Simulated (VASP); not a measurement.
# Bi2Te (P6/mmm) in VASP: further runs

Bi2Te is run at these levels: PBE; tasks: single point.

Program: VASP 6.6.1. These are calculated values, not measurements. Logs are shortened: lines on timing, memory, paths and dates and some standing lists are left out, and cuts for length are marked.

### Step 1. The cell of the first run

It takes space group P6/mmm (No. 191, hexagonal). The conventional cell has a = 10.974 Å, b = 10.974 Å, c = 3.030 Å, α = 90.00°, β = 90.00°, γ = 120.00°. Within 4.0 Å of Bi (site symmetry 6/mmm) lie 2 Bi at 3.03 Å. Bi (site symmetry mmm) has 2 Bi at 3.03 Å and 2 Te at 3.17 Å within 4.0 Å. Within 4.0 Å of Te (site symmetry -6m2) lie 2 Te at 3.03 Å and 3 Bi at 3.17 Å.

### Step 2. Single point, PBE

INCAR

```
SYSTEM = Bi2Te
PREC = Accurate
ENCUT = 500
EDIFF = 1E-6
ISMEAR = 0
SIGMA = 0.1
LREAL = .False.
LASPH = .True.
NELM = 120
ALGO = Normal
ISIF = 2
LWAVE = .False.
LCHARG = .False.
GGA = PE
NBANDS = 45
GGA_COMPAT = .False.
```

KPOINTS

```
regular mesh
0
Gamma
  6 6 12
  0 0 0
```

POSCAR

```
Bi2Te
1.0
   10.9743111513      0.0000000000      0.0000000000
   -5.4871555757      9.5040322461      0.0000000000
    0.0000000000      0.0000000000      3.0304084566
Bi Te
4 2
Direct
    0.0000000000      0.0000000000      0.0000000000
    0.5000000000      0.0000000000      0.5000000000
    0.0000000000      0.5000000000      0.5000000000
    0.5000000000      0.5000000000      0.5000000000
    0.3333333333      0.6666666667      0.5000000000
    0.6666666667      0.3333333333      0.5000000000
```

Potentials or basis: VASP PAW PBE potentials, release 64 (Bi_d, Te).

On the command line:

```
$ cat potpaw_PBE.64/Bi_d/POTCAR potpaw_PBE.64/Te/POTCAR > POTCAR
$ mpirun -np 1 vasp_std > vasp.out
```

OUTCAR:

```text
SYSTEM = Bi2Te
   PREC = Accurate
   ENCUT = 500
   EDIFF = 1E-6
   ISMEAR = 0
   LREAL = .False.
   LASPH = .True.
   NELM = 120
   ISIF = 2
   GGA = PE

 ion  position               nearest neighbor table
   1  0.000  0.000  0.000-
   2  0.500  0.000  0.500-   5 3.17   6 3.17
   3  0.000  0.500  0.500-   5 3.17   6 3.17
   4  0.500  0.500  0.500-   5 3.17   6 3.17
   5  0.333  0.667  0.500-   3 3.17   2 3.17   4 3.17
   6  0.667  0.333  0.500-   3 3.17   2 3.17   4 3.17

  LATTYP: Found a hexagonal cell.
 ALAT       =    10.9743111513
 C/A-ratio  =     0.2761365533

  Lattice vectors:

 A1 = (  10.9743111513,   0.0000000000,   0.0000000000)
 A2 = (  -5.4871555757,   9.5040322461,   0.0000000000)
 A3 = (   0.0000000000,   0.0000000000,   3.0304084566)

Analysis of symmetry for initial positions (statically):
=====================================================================
 Subroutine PRICEL returns:
 Original cell was already a primitive cell.

 Routine SETGRP: Setting up the symmetry group for a
 hexagonal supercell.

 Subroutine GETGRP returns: Found 24 space group operations
 (whereof 24 operations were pure point group operations)
 out of a pool of 24 trial point group operations.

The static configuration has the point symmetry D_6h.

Analysis of symmetry for dynamics (positions and initial velocities):
=====================================================================
 Subroutine PRICEL returns:
 Original cell was already a primitive cell.

 Routine SETGRP: Setting up the symmetry group for a
 hexagonal supercell.

 Subroutine GETGRP returns: Found 24 space group operations
 (whereof 24 operations were pure point group operations)
 out of a pool of 24 trial point group operations.

The dynamic configuration has the point symmetry D_6h.

 Subroutine INISYM returns: Found 24 space group operations
 (whereof 24 operations are pure point group operations),
 and found     1 'primitive' translations

----------------------------------------------------------------------------------------

                                     Primitive cell

  volume of cell :     316.0722

  direct lattice vectors                    reciprocal lattice vectors
    10.974311151  0.000000000  0.000000000     0.091121892  0.052609249  0.000000000
    -5.487155576  9.504032246  0.000000000     0.000000000  0.105218498  0.000000000
     0.000000000  0.000000000  3.030408457     0.000000000  0.000000000  0.329988519

  length of vectors
    10.974311151 10.974311151  3.030408457     0.105218498  0.105218498  0.329988519

  position of ions in fractional coordinates (direct lattice)
     0.000000000  0.000000000  0.000000000
     0.500000000  0.000000000  0.500000000
     0.000000000  0.500000000  0.500000000
     0.500000000  0.500000000  0.500000000
     0.333333333  0.666666667  0.500000000
     0.666666667  0.333333333  0.500000000

  ion indices of the primitive-cell ions
   primitive index   ion index
                 1           1
                 2           2
                 3           3
                 4           4
                 5           5
                 6           6

----------------------------------------------------------------------------------------

 KPOINTS: regular mesh

Automatic generation of k-mesh.
 Grid dimensions read from file:
 generate k-points for:    6    6   12

 Generating k-lattice:

  Cartesian coordinates                     Fractional coordinates (reciprocal lattice)
     0.015186982  0.008768208  0.000000000     0.166666667  0.000000000  0.000000000
     0.000000000  0.017536416  0.000000000     0.000000000  0.166666667  0.000000000
     0.000000000  0.000000000  0.027499043     0.000000000  0.000000000  0.083333333

  Length of vectors
     0.017536416  0.017536416  0.027499043

  Shift w.r.t. Gamma in fractional coordinates (k-lattice)
     0.000000000  0.000000000  0.000000000

 Subroutine IBZKPT returns following result:
 ===========================================

 Found     49 irreducible k-points:

 Following reciprocal coordinates:
            Coordinates               Weight
  0.000000  0.000000  0.000000      1.000000
  0.166667  0.000000  0.000000      6.000000
  0.333333  0.000000  0.000000      6.000000
  0.500000  0.000000  0.000000      3.000000
  0.166667  0.166667  0.000000      6.000000
  0.333333  0.166667  0.000000     12.000000
[... 16 lines left out ...]
  0.166667  0.000000  0.250000     12.000000
  0.333333  0.000000  0.250000     12.000000
 [... further k-points ...]
   k-points           NKPTS =     49   k-points in BZ     NKDIM =     49   number of bands    NBANDS=     45
   number of dos      NEDOS =    301   number of ions     NIONS =      6
   total plane-waves  NPLWV = 153600
   dimension x,y,z NGX =    80 NGY =   80 NGZ =   24
   dimension x,y,z NGXF=   160 NGYF=  160 NGZF=   48
   ions per type =               4   2
   NGX,Y,Z   is equivalent  to a cutoff of  12.12, 12.12, 13.17 a.u.
   NGXF,Y,Z  is equivalent  to a cutoff of  24.24, 24.24, 26.33 a.u.
 SYSTEM =  Bi2Te
   PREC   = accura    normal or accurate (medium, high low for compatibility)
   ISTART =      0    job   : 0-new  1-cont  2-samecut
   ICHARG =      2    charge: 1-file 2-atom 10-const
   ISPIN  =      1    spin polarized calculation?
   LNONCOLLINEAR =      F non collinear calculations
   LSORBIT =      F    spin-orbit coupling
   LASPH  =      T    aspherical Exc in radial PAW
   ENCUT  =  500.0 eV  36.75 Ry    6.06 a.u.  20.01 20.01  5.53*2*pi/ulx,y,z
   NELM   =    120;   NELMIN=  2; NELMDL= -5     # of ELM steps
   EDIFF  = 0.1E-05   stopping-criterion for ELM
   LREAL  =      F    real-space projection
   EDIFFG = 0.1E-04   stopping-criterion for IOM
   NSW    =      0    number of steps for IOM
   IBRION =     -1    ionic relax: 0-MD 1-quasi-New 2-CG
   NFREE  =      0    steps in history (QN), initial steepest desc. (CG)
   ISIF   =      2    stress and relaxation
   ISYM   =      2    0-nonsym 1-usesym 2-fastsym
   POTIM  = 0.5000    time-step for ionic-motion
   TEBEG  =    0.0;   TEEND  =   0.0 temperature during run
   PSTRESS=    0.0 pullay stress
   NELECT =      72.0000    total number of electrons
   NUPDOWN=      -1.0000    fix difference up-down
   EMIN   =  10.00;   EMAX   =-10.00  energy-range for DOS
   EFERMI =   0.00;   METHOD = LEGACY
   ISMEAR =     0;   SIGMA  =   0.10  broadening in eV -4-tet -1-fermi 0-gaus
   EFERMI_NEDOS =   21; number of points for ismear=-14 and -15
   IALGO  =     38    algorithm
   IMIX   =      4    mixing-type and parameters
     AMIX     =   0.40;   BMIX     =  1.00
     AMIX_MAG =   1.60;   BMIX_MAG =  1.00
  volume/ion in A,a.u.               =      52.68       355.49
  Fermi-wavevector in a.u.,A,eV,Ry     =   0.999824  1.889393 13.601037  0.999648
  Thomas-Fermi vector in A             =   2.132140
   LORBIT       =      0    0 simple, 1 ext, 2 COOP (PROOUT), +10 PAW based schemes
   GGA     = PE    functional components
   LHFCALC =     F    Hartree Fock is set to
   AEXX    =    0.0000 exact exchange contribution
   IVDW    =     0    specifies the selected vdW correction
   LEPSILON=     F    determine dielectric tensor
   LRPA    =     F    only Hartree local field effects (RPA)
 non-spin polarized calculation
 Gauss-broadening in eV      SIGMA  =   0.10
  energy-cutoff  :      500.00
  volume of cell :      316.07
 maximum number of plane-waves:      8082
   NGX = 41   NGY = 41   NGZ = 11

 number of electron      72.0000047 magnetization

 Free energy of the ion-electron system (eV)
  ---------------------------------------------------
  ext. energy  EPLUGINS =         0.00000000
  ---------------------------------------------------
  free energy    TOTEN  =       -19.52391689 eV

  energy without entropy =      -19.49751759  energy(sigma->0) =      -19.51071724

 E-fermi :   2.6091     XC(G=0):  -7.2333

 val. band max:        2.6026781159   @ k =   0.1667   0.1667   0.3333
 cond. band min:       2.6131034897   @ k =   0.3333   0.0000   0.3333
 fundamental gap:      0.0104253738
 Fermi energy:         2.6091126351

 k-point     1 :       0.0000    0.0000    0.0000
  band No.  band energies     occupation
      1     -20.6579      2.00000
      2     -20.6566      2.00000
      3     -20.6566      2.00000
      4     -20.3267      2.00000
      5     -20.3243      2.00000
      6     -20.3243      2.00000
[... 37 lines left out ...]
     44       8.4316      0.00000
     45       8.4316      0.00000

 k-point     2 :       0.1667    0.0000    0.0000
  band No.  band energies     occupation
      1     -20.6579      2.00000
      2     -20.6567      2.00000
      3     -20.6566      2.00000
      4     -20.3265      2.00000
      5     -20.3243      2.00000
      6     -20.3242      2.00000
[... 37 lines left out ...]
     44       7.9643      0.00000
     45       8.5369      0.00000

 k-point     3 :       0.3333    0.0000    0.0000
  band No.  band energies     occupation
      1     -20.6576      2.00000
      2     -20.6569      2.00000
      3     -20.6566      2.00000
      4     -20.3260      2.00000
      5     -20.3244      2.00000
      6     -20.3240      2.00000
[... 37 lines left out ...]
     44       7.4387      0.00000
     45       7.9708      0.00000

 k-point     4 :       0.5000    0.0000    0.0000
  band No.  band energies     occupation
      1     -20.6575      2.00000
      2     -20.6571      2.00000
      3     -20.6566      2.00000
      4     -20.3257      2.00000
      5     -20.3246      2.00000
      6     -20.3238      2.00000
[... 901 lines left out ...]
     44       5.4752      0.00000
     45       6.4373      0.00000

 k-point    23 :       0.1667    0.0000    0.2500
  band No.  band energies     occupation
      1     -20.4144      2.00000
      2     -20.4117      2.00000
      3     -20.4115      2.00000
      4     -20.3843      2.00000
      5     -20.3840      2.00000
      6     -20.3840      2.00000
[... 37 lines left out ...]
     44       5.3780      0.00000
     45       6.5809      0.00000

 k-point    24 :       0.3333    0.0000    0.2500
  band No.  band energies     occupation
      1     -20.4140      2.00000
      2     -20.4122      2.00000
      3     -20.4115      2.00000
      4     -20.3843      2.00000
      5     -20.3841      2.00000
      6     -20.3840      2.00000
[... 37 lines left out ...]
     44       5.1915      0.00000
     45       6.9284      0.00000

 [... further k-points ...]

------------------------ aborting loop because EDIFF is reached ----------------------------------------

  FORCE on cell =-STRESS in cart. coord.  units (eV):
  Direction    XX          YY          ZZ          XY          YZ          ZX
  --------------------------------------------------------------------------------------
  -------------------------------------------------------------------------------------
  Total       -0.0640723     -0.0640723     -0.0966559      0.0000000     -0.0000000      0.0000000
  in kB       -0.3247837     -0.3247837     -0.4899507      0.0000000     -0.0000000      0.0000000
  external PRESSURE =      -0.3798394 kB  Pullay stress =       0.0000000 kB

 VOLUME and BASIS-vectors are now :
 -----------------------------------------------------------------------------
  energy-cutoff  :      500.00
  volume of cell :      316.07
      direct lattice vectors                 reciprocal lattice vectors
    10.974311151  0.000000000  0.000000000     0.091121892  0.052609249  0.000000000
    -5.487155576  9.504032246  0.000000000     0.000000000  0.105218498  0.000000000
     0.000000000  0.000000000  3.030408457     0.000000000  0.000000000  0.329988519

 POSITION                                       TOTAL-FORCE (eV/Angst)
 -----------------------------------------------------------------------------------
      0.00000      0.00000      0.00000        -0.000000      0.000000     -0.000000
      5.48716      0.00000      1.51520        -0.000000      0.000000     -0.000000
     -2.74358      4.75202      1.51520        -0.000000      0.000000     -0.000000
      2.74358      4.75202      1.51520        -0.000000      0.000000     -0.000000
     -0.00000      6.33602      1.51520         0.000000     -0.000000     -0.000000
      5.48716      3.16801      1.51520        -0.000000      0.000000      0.000000
 -----------------------------------------------------------------------------------
    total drift:                               -0.000000      0.000000     -0.000000

  FREE ENERGIE OF THE ION-ELECTRON SYSTEM (eV)
  ---------------------------------------------------
  free  energy   TOTEN  =       -19.5239168926 eV

  energy  without entropy=      -19.4975175907  energy(sigma->0) =      -19.51071724
```

Run time: 5.8 min. Hardware: 1 thread of AMD EPYC 9R45 (Zen 5), shared host; peak memory 0.7 GiB.

What came out:

```yaml
Free_energy: -19.5239 eV
Pressure: 0.0 GPa
Band_gap_on_the_k_mesh: zero (bands 36 and 37 overlap by 0.99 eV)
```

Caveat: spin-orbit coupling is left out, which moves the levels of the heavy elements.

### Step 3. Single point, PBE

INCAR

```
ALGO = Fast
EDIFF = 1E-6
ENCUT = 520
GGA = PE
ISIF = 2
ISMEAR = 0
LASPH = True
LCHARG = True
LELF = True
LREAL = False
LVHAR = True
LWAVE = False
NBANDS = 45
NELM = 80
PREC = Accurate
SIGMA = 0.1
```

KPOINTS

```
k-points
0
Gamma
  6 6 12
```

POSCAR is that of step 2.

Potentials or basis: VASP PAW PBE potentials, release 64 (Bi_d, Te).

On the command line:

```
$ cat potpaw_PBE.64/Bi_d/POTCAR potpaw_PBE.64/Te/POTCAR > POTCAR
$ mpirun -np 1 vasp_std > vasp.out
```

Run time: 5.6 min. Hardware: 1 thread of Intel Xeon Platinum 8481C at 2.70GHz (Sapphire Rapids), shared host; peak memory 0.78 GiB.

Results (log left out):

| Quantity | Value |
| --- | --- |
| Free energy | -19.5237 eV |
| Pressure | 0.0 GPa |
| Band gap on the k mesh | zero (bands 36 and 37 overlap by 0.99 eV) |

Levels at points of the mesh, in eV from the Fermi level:
```tsv
k point	band 33	band 34	band 35	band 36	band 37	band 38	band 39	band 40
(0.00, 0.00, 0.00)	-1.44	-1.01	-1.01	-0.97	1.92	1.92	2.80	3.21
(0.50, 0.00, 0.00)	-1.50	-1.26	-0.93	0.38	0.73	1.53	3.27	3.35
(0.00, 0.00, 0.50)	-2.75	-2.75	-0.51	-0.51	0.87	0.87	1.25	1.50
(0.50, 0.00, 0.50)	-2.73	-2.11	-1.54	-0.69	0.98	1.10	1.31	1.51
```

Caveat: spin-orbit coupling is left out, which moves the levels of the heavy elements.
